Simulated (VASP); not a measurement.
# AlN (wurtzite type) (P6_3mc) in VASP: single point with LDA

Aim: the single point of AlN (wurtzite type) with LDA.

All numbers are computed with VASP 6.6.1; they aren't measurements. Logs are shortened: lines on timing, memory, paths and dates and some standing lists are left out, and cuts for length are marked.

## (1) The cell of the first run

The structure is hexagonal, space group P6_3mc (No. 186). Conventional cell: a = 3.089 Å, b = 3.089 Å, c = 4.943 Å, α = 90.00°, β = 90.00°, γ = 120.00°. Within 2.5 Å of Al (site symmetry 3m) lie 4 N at 1.88 to 1.89 Å. N (site symmetry 3m) has 4 Al at 1.88 to 1.89 Å within 2.5 Å.

## (2) Single point, LDA

The input, INCAR:

```
PREC     = Accurate       # precision mode
ENCUT    = 520            # plane-wave cutoff, eV
EDIFF    = 1E-7           # SCF threshold, eV
ISMEAR   = -1             # smearing method
SIGMA    = 0.02           # smearing width, eV
LREAL    = F              # projectors in reciprocal space
LASPH    = T              # aspherical terms in the spheres
NELM     = 100            # most SCF steps
ALGO     = Normal         # electronic algorithm
ISIF     = 2              # what is computed and relaxed
LWAVE    = F              # write WAVECAR
LCHARG   = F              # write CHGCAR
GGA      = CA             # functional
NBANDS   = 26             # bands
```

The input, KPOINTS:

```
regular mesh
0
Gamma
  10 6 6
```

The input, POSCAR:

```
AlN
1.0
   -1.5443422054      2.6748791640      0.0000000000
    0.0000000000      0.0000000000      4.9432878602
    4.6330266161      2.6748791640      0.0000000000
Al N
4 4
Direct
    0.5000000000      0.9970106840      0.1666666670
    0.0000000000      0.9970106840      0.6666666670
    0.0000000000      0.4970106840      0.3333333330
    0.5000000000      0.4970106840      0.8333333330
    0.5000000000      0.3789893160      0.1666666670
    0.0000000000      0.3789893160      0.6666666670
    0.0000000000      0.8789893160      0.3333333330
    0.5000000000      0.8789893160      0.8333333330
```

Potentials or basis: VASP PAW LDA potentials, release 64 (Al, N).

Run with:

```console
cat potpaw_LDA.64/Al/POTCAR potpaw_LDA.64/N/POTCAR > POTCAR
mpirun -np 1 vasp_std > vasp.out
```

OUTCAR:

```text
PREC = Accurate
   ENCUT = 520
   EDIFF = 1E-7
   ISMEAR = -1
   LREAL = F
   LASPH = T
   NELM = 100
   ISIF = 2
   GGA = CA

 ion  position               nearest neighbor table
   1  0.500  0.997  0.167-   7 1.88   7 1.88   8 1.88   5 1.89   3 3.05   3 3.05   3 3.05   3 3.05
                             4 3.05   4 3.05   2 3.09   2 3.09   2 3.09   2 3.09
   2  0.000  0.997  0.667-   8 1.88   8 1.88   7 1.88   6 1.89   4 3.05   4 3.05   4 3.05   4 3.05
                             3 3.05   3 3.05   1 3.09   1 3.09   1 3.09   1 3.09
   3  0.000  0.497  0.333-   5 1.88   5 1.88   6 1.88   7 1.89   1 3.05   1 3.05   1 3.05   1 3.05
                             2 3.05   2 3.05   4 3.09   4 3.09   4 3.09   4 3.09
   4  0.500  0.497  0.833-   6 1.88   6 1.88   5 1.88   8 1.89   2 3.05   2 3.05   2 3.05   2 3.05
                             1 3.05   1 3.05   3 3.09   3 3.09   3 3.09   3 3.09
   5  0.500  0.379  0.167-   3 1.88   3 1.88   4 1.88   1 1.89
   6  0.000  0.379  0.667-   4 1.88   4 1.88   3 1.88   2 1.89
   7  0.000  0.879  0.333-   1 1.88   1 1.88   2 1.88   3 1.89
   8  0.500  0.879  0.833-   2 1.88   2 1.88   1 1.88   4 1.89

  LATTYP: Found a simple orthorhombic cell.
 ALAT       =     3.0886844108
 B/A-ratio  =     1.6004509373
 C/A-ratio  =     1.7320508075

  Lattice vectors:

 A1 = (  -1.5443422054,   2.6748791640,   0.0000000000)
 A2 = (   0.0000000000,   0.0000000000,   4.9432878602)
 A3 = (   4.6330266161,   2.6748791640,   0.0000000000)

Analysis of symmetry for initial positions (statically):
=====================================================================
 Subroutine PRICEL returns following result:

  LATTYP: Found a hexagonal cell.
 ALAT       =     3.0886844108
 C/A-ratio  =     1.6004509373

  Lattice vectors:

 A1 = (   1.5443422054,   2.6748791640,   0.0000000000)
 A2 = (  -3.0886844107,   0.0000000000,   0.0000000000)
 A3 = (   0.0000000000,   0.0000000000,   4.9432878602)

   2 primitive cells build up your supercell.

 Routine SETGRP: Setting up the symmetry group for a
 simple orthorhombic supercell.

 Subroutine GETGRP returns: Found  4 space group operations
 (whereof  2 operations were pure point group operations)
 out of a pool of  8 trial point group operations.

The static configuration has the point symmetry C_1h.
 The point group associated with its full space group is C_2v.

Analysis of symmetry for dynamics (positions and initial velocities):
=====================================================================
 Subroutine PRICEL returns following result:

  LATTYP: Found a hexagonal cell.
 ALAT       =     3.0886844108
[... 129 lines left out ...]
   ISYM   =      2    0-nonsym 1-usesym 2-fastsym
   POTIM  = 0.5000    time-step for ionic-motion
   TEBEG  =    0.0;   TEEND  =   0.0 temperature during run
   PSTRESS=    0.0 pullay stress
   NELECT =      32.0000    total number of electrons
   NUPDOWN=      -1.0000    fix difference up-down
   EMIN   =  10.00;   EMAX   =-10.00  energy-range for DOS
   EFERMI =   0.00;   METHOD = LEGACY
   ISMEAR =    -1;   SIGMA  =   0.02  broadening in eV -4-tet -1-fermi 0-gaus
   EFERMI_NEDOS =   21; number of points for ismear=-14 and -15
   IALGO  =     38    algorithm
   IMIX   =      4    mixing-type and parameters
     AMIX     =   0.40;   BMIX     =  1.00
     AMIX_MAG =   1.60;   BMIX_MAG =  1.00
  volume/ion in A,a.u.               =      10.21        68.90
  Fermi-wavevector in a.u.,A,eV,Ry     =   1.197890  2.263684 19.523552  1.434941
  Thomas-Fermi vector in A             =   2.333793
   LORBIT       =      0    0 simple, 1 ext, 2 COOP (PROOUT), +10 PAW based schemes
   GGA     = CA    functional components
   LHFCALC =     F    Hartree Fock is set to
   AEXX    =    0.0000 exact exchange contribution
   IVDW    =     0    specifies the selected vdW correction
   LEPSILON=     F    determine dielectric tensor
   LRPA    =     F    only Hartree local field effects (RPA)
 non-spin polarized calculation
  energy-cutoff  :      520.00
  volume of cell :       81.68
 maximum number of plane-waves:      2248
 NGX is ok and might be reduce to    24
   NGX = 11   NGY = 19   NGZ = 19

 number of electron      31.9999992 magnetization

 Free energy of the ion-electron system (eV)
  ---------------------------------------------------
  ext. energy  EPLUGINS =         0.00000000
  ---------------------------------------------------
  free energy    TOTEN  =       -65.68211531 eV

  energy without entropy =      -65.68211531  energy(sigma->0) =      -65.68211531

 E-fermi :   6.4956     XC(G=0): -11.3434

 val. band max:        6.1148476108   @ k =   0.0000   0.0000   0.0000
 cond. band min:      10.5388607451   @ k =   0.0000   0.0000   0.0000
 fundamental gap:      4.4240131343
 Fermi energy:         6.4956054508

 k-point     1 :       0.0000    0.0000    0.0000
  band No.  band energies     occupation
      1      -9.0585      2.00000
      2      -6.9628      2.00000
      3      -6.7646      2.00000
      4      -6.2200      2.00000
      5      -0.0394      2.00000
      6       0.5291      2.00000
[... 685 lines left out ...]
     25      17.7385      0.00000
     26      17.7385      0.00000

 [... further k-points ...]

------------------------ aborting loop because EDIFF is reached ----------------------------------------

  FORCE on cell =-STRESS in cart. coord.  units (eV):
  Direction    XX          YY          ZZ          XY          YZ          ZX
  --------------------------------------------------------------------------------------
  -------------------------------------------------------------------------------------
  Total        0.3351272      0.3353028      0.3204814     -0.0001520      0.0000000      0.0000000
  in kB        6.5735002      6.5769439      6.2862229     -0.0029824      0.0000000      0.0000000
  external PRESSURE =       6.4788890 kB  Pullay stress =       0.0000000 kB

 VOLUME and BASIS-vectors are now :
 -----------------------------------------------------------------------------
  energy-cutoff  :      520.00
  volume of cell :       81.68
      direct lattice vectors                 reciprocal lattice vectors
    -1.544342205  2.674879164  0.000000000    -0.161881220  0.280386497  0.000000000
     0.000000000  0.000000000  4.943287860     0.000000000  0.000000000  0.202294511
     4.633026616  2.674879164  0.000000000     0.161881220  0.093462166  0.000000000

 POSITION                                       TOTAL-FORCE (eV/Angst)
 -----------------------------------------------------------------------------------
      0.00000      1.78325      4.92851         0.000010      0.000006     -0.000472
      3.08868      1.78325      4.92851         0.000010      0.000006     -0.000472
      1.54434      0.89163      2.45687        -0.000010     -0.000006     -0.000472
      3.08868      3.56651      2.45687        -0.000010     -0.000006     -0.000472
      0.00000      1.78325      1.87345        -0.000122     -0.000070      0.000472
      3.08868      1.78325      1.87345        -0.000122     -0.000070      0.000472
      1.54434      0.89163      4.34510         0.000122      0.000070      0.000472
      3.08868      3.56651      4.34510         0.000122      0.000070      0.000472
 -----------------------------------------------------------------------------------
    total drift:                                0.000001      0.000001     -0.001633

  FREE ENERGIE OF THE ION-ELECTRON SYSTEM (eV)
  ---------------------------------------------------
  free  energy   TOTEN  =       -65.6821153058 eV

  energy  without entropy=      -65.6821153058  energy(sigma->0) =      -65.68211531
```

stdout:

```text
POSCAR found type information on POSCAR AlN
 POSCAR found :  2 types and       8 ions
 scaLAPACK will be used
 LDA part: xc-table for (Slater(with rela. corr.)+CA(PZ))
 , standard interpolation
 POSCAR, INCAR and KPOINTS ok, starting setup
 FFT: planning ... GRIDC
 FFT: planning ... GRID_SOFT
 FFT: planning ... GRID
 WAVECAR not read
 entering main loop
```

Run time: 94 s. Hardware: 1 thread of AMD EPYC 9R45 (Zen 5), shared host; peak memory 0.23 GiB.

What came out:

```yaml
Free_energy: -65.6821 eV
Pressure: 0.6 GPa
Band_gap_on_the_k_mesh: 4.42 eV
```

Levels at points of the mesh, in eV from the valence-band top:
| k point | band 12 | band 13 | band 14 | band 15 | band 16 | band 17 | band 18 | band 19 | band 20 | band 21 |
| --- | --- | --- | --- | --- | --- | --- | --- | --- | --- | --- |
| (0.00, 0.00, 0.00) | -0.89 | -0.71 | -0.23 | -0.23 | 0.00 | 4.42 | 5.73 | 5.73 | 6.73 | 8.27 |
| (0.50, 0.00, 0.00) | -2.91 | -1.86 | -1.86 | -1.48 | -1.48 | 5.61 | 5.61 | 7.80 | 7.80 | 8.96 |
| (0.00, 0.50, 0.00) | -1.40 | -0.57 | -0.57 | -0.57 | -0.57 | 5.26 | 5.26 | 6.61 | 6.61 | 9.21 |
| (0.50, 0.50, 0.00) | -3.07 | -0.99 | -0.99 | -0.99 | -0.99 | 6.61 | 6.61 | 6.61 | 6.61 | 8.99 |
| (0.00, 0.00, 0.50) | -1.62 | -0.45 | -0.45 | -0.43 | -0.43 | 6.28 | 6.28 | 7.58 | 7.58 | 8.07 |
| (0.50, 0.00, 0.50) | -2.15 | -1.84 | -1.84 | -0.71 | -0.71 | 5.73 | 5.73 | 5.73 | 5.73 | 8.27 |
| (0.00, 0.50, 0.50) | -1.65 | -1.08 | -1.08 | -1.08 | -1.08 | 6.53 | 6.53 | 6.53 | 6.53 | 9.52 |
| (0.50, 0.50, 0.50) | -1.51 | -1.40 | -1.40 | -1.40 | -1.40 | 5.26 | 5.26 | 5.26 | 5.26 | 9.21 |

A k mesh can miss the band edges.
